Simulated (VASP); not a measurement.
# ZrAl3B3N (Cmmm) in VASP: single point with PBE

Aim: the single point of ZrAl3B3N with PBE.

Program: VASP 6.6.1. These are calculated values, not measurements. Logs are shortened: lines on timing, memory, paths and dates and some standing lists are left out, and cuts for length are marked.

## (1) The cell of the first run

Symmetry: Cmmm, No. 65, orthorhombic system. Conventional cell: a = 4.999 Å, b = 9.745 Å, c = 5.799 Å, α = 90.00°, β = 90.00°, γ = 90.00°. Zr (site symmetry mmm) has 6 B at 2.50 to 2.95 Å and 6 Al at 2.74 to 2.90 Å within 3.3 Å. Al (site symmetry 2/m) has 2 Al at 2.50 Å and 2 Zr at 2.74 Å and 6 B at 2.74 to 3.15 Å within 3.3 Å. Within 3.3 Å of Al (site symmetry mmm) lie 2 N at 2.50 Å and 4 B at 2.83 Å and 2 Zr at 2.90 Å. B (site symmetry mm2) has 1 N at 1.34 Å and 1 B at 1.56 Å within 1.8 Å. Within 2.1 Å of B (site symmetry mmm) lie 2 B at 1.56 Å. Within 1.8 Å of N (site symmetry mmm) lie 2 B at 1.34 Å.

The cell was built from a structure type or drawn by symmetry, and may not be a known phase.

## (2) Single point, PBE

INCAR reads:

```
SYSTEM = ZrAl3B3N
ALGO = Normal
EDIFF = 1E-7
ENCUT = 520
GGA = PE
ISIF = 2
ISMEAR = 0
LASPH = .TRUE.
LCHARG = .FALSE.
LREAL = .FALSE.
LWAVE = .FALSE.
NBANDS = 28
NELM = 100
PREC = Accurate
SIGMA = 0.15
```

KPOINTS reads:

```
k-points
0
G
  3 3 2
  0 0 0
```

POSCAR reads:

```
ZrAl3B3N
1.0
    2.4995048963     -4.8726300966      0.0000000000
    2.4995048963      4.8726300966      0.0000000000
    0.0000000000      0.0000000000      5.7987570414
Zr Al B N
1 3 3 1
Direct
    0.0000000000      0.0000000000      0.0000000000
    0.0000000000      0.5000000000      0.0000000000
    0.5000000000      0.0000000000      0.0000000000
    0.0000000000      0.0000000000      0.5000000000
    0.5000000000      0.5000000000      0.2694396698
    0.5000000000      0.5000000000      0.7305603302
    0.5000000000      0.5000000000      0.0000000000
    0.5000000000      0.5000000000      0.5000000000
```

Potentials or basis: VASP PAW PBE potentials, release 64 (Zr_sv, Al, B, N).

On the command line:

```console
cat potpaw_PBE.64/Zr_sv/POTCAR potpaw_PBE.64/Al/POTCAR potpaw_PBE.64/B/POTCAR potpaw_PBE.64/N/POTCAR > POTCAR
mpirun -np 1 vasp_std > vasp.out
```

OUTCAR:

```text
SYSTEM = ZrAl3B3N
   EDIFF = 1E-7
   ENCUT = 520
   GGA = PE
   ISIF = 2
   ISMEAR = 0
   LASPH = .TRUE.
   LREAL = .FALSE.
   NELM = 100
   PREC = Accurate

 ion  position               nearest neighbor table
   1  0.000  0.000  0.000-   7 2.50   7 2.50   2 2.74   2 2.74   3 2.74   3 2.74   4 2.90   4 2.90
                             6 2.95   5 2.95   6 2.95   5 2.95
   2  0.000  0.500  0.000-   3 2.50   3 2.50   7 2.74   1 2.74   7 2.74   1 2.74
   3  0.500  0.000  0.000-   2 2.50   2 2.50   7 2.74   7 2.74   1 2.74   1 2.74
   4  0.000  0.000  0.500-   8 2.50   8 2.50   1 2.90   1 2.90
   5  0.500  0.500  0.269-   8 1.34   7 1.56   1 2.95   1 2.95
   6  0.500  0.500  0.731-   8 1.34   7 1.56   1 2.95   1 2.95
   7  0.500  0.500  0.000-   5 1.56   6 1.56   1 2.50   1 2.50   3 2.74   3 2.74   2 2.74   2 2.74

   8  0.500  0.500  0.500-   5 1.34   6 1.34   4 2.50   4 2.50

  LATTYP: Found a base centered orthorhombic cell.
 ALAT       =     4.9990097926
 B/A-ratio  =     1.9494381082
 C/A-ratio  =     1.1599811327

  Lattice vectors:

 A1 = (   2.4995048963,  -4.8726300966,   0.0000000000)
 A2 = (   2.4995048963,   4.8726300966,   0.0000000000)
 A3 = (   0.0000000000,   0.0000000000,   5.7987570414)

Analysis of symmetry for initial positions (statically):
=====================================================================
 Subroutine PRICEL returns:
 Original cell was already a primitive cell.

 Routine SETGRP: Setting up the symmetry group for a
 base centered orthorhombic supercell.

 Subroutine GETGRP returns: Found  8 space group operations
 (whereof  8 operations were pure point group operations)
 out of a pool of  8 trial point group operations.

The static configuration has the point symmetry D_2h.

Analysis of symmetry for dynamics (positions and initial velocities):
=====================================================================
 Subroutine PRICEL returns:
 Original cell was already a primitive cell.

 Routine SETGRP: Setting up the symmetry group for a
 base centered orthorhombic supercell.

 Subroutine GETGRP returns: Found  8 space group operations
 (whereof  8 operations were pure point group operations)
 out of a pool of  8 trial point group operations.

The dynamic configuration has the point symmetry D_2h.

 Subroutine INISYM returns: Found  8 space group operations
 (whereof  8 operations are pure point group operations),
 and found     1 'primitive' translations

----------------------------------------------------------------------------------------

                                     Primitive cell

  volume of cell :     141.2480

  direct lattice vectors                    reciprocal lattice vectors
     2.499504896 -4.872630097  0.000000000     0.200039616 -0.102613987  0.000000000
     2.499504896  4.872630097  0.000000000     0.200039616  0.102613987  0.000000000
     0.000000000  0.000000000  5.798757041     0.000000000  0.000000000  0.172450750

  length of vectors
     5.476317082  5.476317082  5.798757041     0.224823216  0.224823216  0.172450750

  position of ions in fractional coordinates (direct lattice)
     0.000000000  0.000000000  0.000000000
     1.000000000  0.500000000  0.000000000
     0.500000000  1.000000000  0.000000000
     0.000000000  0.000000000  0.500000000
     0.500000000  0.500000000  0.269439670
     0.500000000  0.500000000  0.730560330
     0.500000000  0.500000000  0.000000000
     0.500000000  0.500000000  0.500000000

  ion indices of the primitive-cell ions
   primitive index   ion index
                 1           1
                 2           2
                 3           3
                 4           4
                 5           5
                 6           6
                 7           7
                 8           8

----------------------------------------------------------------------------------------

 KPOINTS: k-points

Automatic generation of k-mesh.
 Grid dimensions read from file:
 generate k-points for:    3    3    2

 Generating k-lattice:

  Cartesian coordinates                     Fractional coordinates (reciprocal lattice)
     0.066679872 -0.034204662  0.000000000     0.333333333 -0.000000000  0.000000000
     0.066679872  0.034204662  0.000000000    -0.000000000  0.333333333  0.000000000
     0.000000000  0.000000000  0.086225375     0.000000000  0.000000000  0.500000000

  Length of vectors
     0.074941072  0.074941072  0.086225375

  Shift w.r.t. Gamma in fractional coordinates (k-lattice)
     0.000000000  0.000000000  0.000000000

 Subroutine IBZKPT returns following result:
 ===========================================

 Found      8 irreducible k-points:

 Following reciprocal coordinates:
            Coordinates               Weight
  0.000000  0.000000  0.000000      1.000000
  0.333333  0.000000  0.000000      4.000000
  0.333333  0.333333  0.000000      2.000000
 -0.333333  0.333333  0.000000      2.000000
  0.000000  0.000000  0.500000      1.000000
  0.333333  0.000000  0.500000      4.000000
  0.333333  0.333333  0.500000      2.000000
 -0.333333  0.333333  0.500000      2.000000
   k-points           NKPTS =      8   k-points in BZ     NKDIM =      8   number of bands    NBANDS=     28
   number of dos      NEDOS =    301   number of ions     NIONS =      8
   total plane-waves  NPLWV =  84672
   dimension x,y,z NGX =    42 NGY =   42 NGZ =   48
   dimension x,y,z NGXF=    84 NGYF=   84 NGZF=   96
   ions per type =               1   3   3   1
   NGX,Y,Z   is equivalent  to a cutoff of  12.75, 12.75, 13.76 a.u.
   NGXF,Y,Z  is equivalent  to a cutoff of  25.50, 25.50, 27.52 a.u.
 SYSTEM =  ZrAl3B3N
   PREC   = accura    normal or accurate (medium, high low for compatibility)
   ISTART =      0    job   : 0-new  1-cont  2-samecut
   ICHARG =      2    charge: 1-file 2-atom 10-const
   ISPIN  =      1    spin polarized calculation?
   LNONCOLLINEAR =      F non collinear calculations
   LSORBIT =      F    spin-orbit coupling
   LASPH  =      T    aspherical Exc in radial PAW
   ENCUT  =  520.0 eV  38.22 Ry    6.18 a.u.  10.18 10.18 10.78*2*pi/ulx,y,z
   NELM   =    100;   NELMIN=  2; NELMDL= -5     # of ELM steps
   EDIFF  = 0.1E-06   stopping-criterion for ELM
   LREAL  =      F    real-space projection
   EDIFFG = 0.1E-05   stopping-criterion for IOM
   NSW    =      0    number of steps for IOM
   IBRION =     -1    ionic relax: 0-MD 1-quasi-New 2-CG
   NFREE  =      0    steps in history (QN), initial steepest desc. (CG)
   ISIF   =      2    stress and relaxation
   ISYM   =      2    0-nonsym 1-usesym 2-fastsym
   POTIM  = 0.5000    time-step for ionic-motion
   TEBEG  =    0.0;   TEEND  =   0.0 temperature during run
   PSTRESS=    0.0 pullay stress
   NELECT =      35.0000    total number of electrons
   NUPDOWN=      -1.0000    fix difference up-down
   EMIN   =  10.00;   EMAX   =-10.00  energy-range for DOS
   EFERMI =   0.00;   METHOD = LEGACY
   ISMEAR =     0;   SIGMA  =   0.15  broadening in eV -4-tet -1-fermi 0-gaus
   EFERMI_NEDOS =   21; number of points for ismear=-14 and -15
   IALGO  =     38    algorithm
   IMIX   =      4    mixing-type and parameters
     AMIX     =   0.40;   BMIX     =  1.00
     AMIX_MAG =   1.60;   BMIX_MAG =  1.00
  volume/ion in A,a.u.               =      17.66       119.15
  Fermi-wavevector in a.u.,A,eV,Ry     =   1.028261  1.943132 14.385723  1.057321
  Thomas-Fermi vector in A             =   2.162248
   LORBIT       =      0    0 simple, 1 ext, 2 COOP (PROOUT), +10 PAW based schemes
   GGA     = PE    functional components
   LHFCALC =     F    Hartree Fock is set to
   AEXX    =    0.0000 exact exchange contribution
   IVDW    =     0    specifies the selected vdW correction
   LEPSILON=     F    determine dielectric tensor
   LRPA    =     F    only Hartree local field effects (RPA)
 non-spin polarized calculation
 Gauss-broadening in eV      SIGMA  =   0.15
  energy-cutoff  :      520.00
  volume of cell :      141.25
 maximum number of plane-waves:      3836
 NGX is ok and might be reduce to    42
   NGX = 21   NGY = 21   NGZ = 21

 number of electron      34.9999999 magnetization

 Free energy of the ion-electron system (eV)
  ---------------------------------------------------
  ext. energy  EPLUGINS =         0.00000000
  ---------------------------------------------------
  free energy    TOTEN  =       -47.09665615 eV

  energy without entropy =      -47.07378677  energy(sigma->0) =      -47.08522146

 E-fermi :   4.6605     XC(G=0):  -9.0914

 val. band max:        4.4248640835   @ k =   0.0000   0.0000   0.5000
 cond. band min:       4.6700217697   @ k =   0.3333   0.0000   0.0000
 fundamental gap:      0.2451576862
 Fermi energy:         4.6604623426

 k-point     1 :       0.0000    0.0000    0.0000
  band No.  band energies     occupation
      1     -43.9710      2.00000
      2     -22.1955      2.00000
      3     -22.1359      2.00000
      4     -21.9788      2.00000
      5     -12.9523      2.00000
      6      -5.8332      2.00000
[... 20 lines left out ...]
     27       8.8971      0.00000
     28       9.3384      0.00000

 k-point     2 :       0.3333    0.0000    0.0000
  band No.  band energies     occupation
      1     -43.9709      2.00000
      2     -22.2019      2.00000
      3     -22.1379      2.00000
      4     -21.9780      2.00000
      5     -12.9299      2.00000
      6      -5.6109      2.00000
[... 20 lines left out ...]
     27       9.0687      0.00000
     28       9.5175      0.00000

 k-point     3 :       0.3333    0.3333    0.0000
  band No.  band energies     occupation
      1     -43.9708      2.00000
      2     -22.2025      2.00000
      3     -22.1408      2.00000
      4     -21.9779      2.00000
      5     -12.9278      2.00000
      6      -5.6033      2.00000
[... 120 lines left out ...]
      3     -22.1407      2.00000
      4     -21.9798      2.00000
      5     -12.9241      2.00000
      6      -6.1298      2.00000
[... 20 lines left out ...]
     27       8.9716      0.00000
     28       9.7044      0.00000

 k-point     8 :      -0.3333    0.3333    0.5000
  band No.  band energies     occupation
      1     -43.9708      2.00000
      2     -22.1966      2.00000
      3     -22.1415      2.00000
      4     -21.9806      2.00000
      5     -12.9376      2.00000
      6      -6.3692      2.00000
[... 20 lines left out ...]
     27       8.9282      0.00000
     28       9.4369      0.00000

------------------------ aborting loop because EDIFF is reached ----------------------------------------

  FORCE on cell =-STRESS in cart. coord.  units (eV):
  Direction    XX          YY          ZZ          XY          YZ          ZX
  --------------------------------------------------------------------------------------
  -------------------------------------------------------------------------------------
  Total       -0.1806677      0.6778234     -0.1165014      0.0000000      0.0000000      0.0000000
  in kB       -2.0493157      7.6885561     -1.3214759      0.0000000      0.0000000      0.0000000
  external PRESSURE =       1.4392548 kB  Pullay stress =       0.0000000 kB

 VOLUME and BASIS-vectors are now :
 -----------------------------------------------------------------------------
  energy-cutoff  :      520.00
  volume of cell :      141.25
      direct lattice vectors                 reciprocal lattice vectors
     2.499504896 -4.872630097  0.000000000     0.200039616 -0.102613987  0.000000000
     2.499504896  4.872630097  0.000000000     0.200039616  0.102613987  0.000000000
     0.000000000  0.000000000  5.798757041     0.000000000  0.000000000  0.172450750

 POSITION                                       TOTAL-FORCE (eV/Angst)
 -----------------------------------------------------------------------------------
      0.00000      0.00000      0.00000         0.000000     -0.000000      0.000000
      1.24975      2.43632      0.00000         0.000000     -0.000000      0.000000
      1.24975     -2.43632      0.00000         0.000000     -0.000000      0.000000
      0.00000      0.00000      2.89938         0.000000     -0.000000      0.000000
      2.49950      0.00000      1.56242        -0.000000     -0.000000      0.014749
      2.49950      0.00000      4.23634         0.000000     -0.000000     -0.014749
      2.49950      0.00000      0.00000         0.000000      0.000000      0.000000
      2.49950      0.00000      2.89938         0.000000      0.000000      0.000000
 -----------------------------------------------------------------------------------
    total drift:                                0.000000     -0.000000     -0.000000

  FREE ENERGIE OF THE ION-ELECTRON SYSTEM (eV)
  ---------------------------------------------------
  free  energy   TOTEN  =       -47.0966561491 eV

  energy  without entropy=      -47.0737867653  energy(sigma->0) =      -47.08522146
```

It took 98 s on 1 thread of Intel Xeon 8259CL, shared host; peak memory 0.29 GiB.

Results:

| Quantity | Value |
| --- | --- |
| Free energy | -47.0967 eV |
| Pressure | 0.1 GPa |
| Largest force | 0.015 eV/Å |
| Band gap on the k mesh | zero (an odd number of electrons rules out a gap without spin polarisation) |

Forces on the atoms (eV/Å):
```
Zr   0.000  0.000  0.000
Al   0.000  0.000  0.000
Al   0.000  0.000  0.000
Al   0.000  0.000  0.000
B    0.000  0.000  0.015
B    0.000  0.000 -0.015
B    0.000  0.000  0.000
N    0.000  0.000  0.000
```

Caveat: the k points lie up to 0.54 Å⁻¹ apart, too coarse for converged energies and pressures of a metal.
